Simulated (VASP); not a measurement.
The system is Ir.

```
CELL_PARAMETERS angstrom
0.00000 2.63500 2.63500
2.63500 0.00000 2.63500
2.63500 2.63500 0.00000
ATOMIC_POSITIONS crystal
Ir 0.00000 0.00000 0.00000
Ir 0.25000 0.25000 0.25000
```

```yaml
Program: VASP 6.6.1
Task: relaxation of cell and atoms
Functional: PBE
Potentials_or_basis: VASP PAW PBE potentials, release 64 (Ir)
Cutoff: 600 eV
k_mesh: 13 × 13 × 13
Occupations: fermi-dirac, width 0.1 eV
Spin: no spin polarisation
```

At the start: pressure 44.0 GPa; volume 18.30 Å³/atom.

Q: How do energy, volume and symmetry change on relaxing?

A: Over 5 steps the energy falls by 384.2 meV/atom and the volume is 21.56 Å³/atom (+17.8 %); space group Fd-3m (No. 227, to 0.05 Å).

The path:
```tsv
step	energy change (eV)	largest force (eV/Å)	pressure (GPa)	volume (Å³)
1	0.0000	0.0000	44.04	36.59
2	2.7408	0.0000	-24.36	70.21
3	-0.7402	0.0000	-5.72	44.64
4	-0.7668	0.0000	-1.43	43.48
5	-0.7684	0.0000	0.03	43.12
```

Final structure:
```
CELL_PARAMETERS angstrom
0.00000 2.78319 2.78319
2.78319 0.00000 2.78319
2.78319 2.78319 0.00000
ATOMIC_POSITIONS crystal
Ir 0.00000 0.00000 0.00000
Ir 0.25000 0.25000 0.25000
```

Caveat: the volume moved by over 15 % at a fixed basis, so the end points are rough.
